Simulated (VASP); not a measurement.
A run of VASP 6.6.1 is set up as follows.

INCAR

```
SYSTEM = NaF
PREC = Accurate
ENCUT = 600
EDIFF = 1E-8
ISMEAR = 0
SIGMA = 0.01
LREAL = .False.
LASPH = .True.
NELM = 100
ALGO = Normal
ISIF = 3
LWAVE = .False.
LCHARG = .False.
GGA = PS
NBANDS = 14
IBRION = 6
NFREE = 2
POTIM = 0.015
NSW = 1
```

Contents of KPOINTS:

```
regular mesh
0
Gamma
  8 8 8
  0 0 0
```

POSCAR

```
NaF
1.0
    0.0000000000      2.2042073840      2.2042073840
    2.2042073840      0.0000000000      2.2042073840
    2.2042073840      2.2042073840      0.0000000000
Na F
1 1
Direct
    0.0000000000      0.0000000000      0.0000000000
    0.5000000000      0.5000000000      0.5000000000
```

Potentials or basis: VASP PAW PBE potentials, release 64 (Na_pv, F).

Command:

```console
$ cat potpaw_PBE.64/Na_pv/POTCAR potpaw_PBE.64/F/POTCAR > POTCAR
$ mpirun -np 1 vasp_std > vasp.out
```

(1) Estimate the elastic constants C11, C12, C44.

(2) Estimate the Voigt bulk modulus.

(3) Estimate the highest phonon frequency at Γ, LO-TO splitting left out.

Answers

(1) 198, 25, 26 GPa.

(2) 83 GPa.

(3) 337 cm⁻¹.

Caveat: the cell is under stress, which shifts elastic constants; the PAW data sets were made with another functional, which shifts forces and pressure a little.
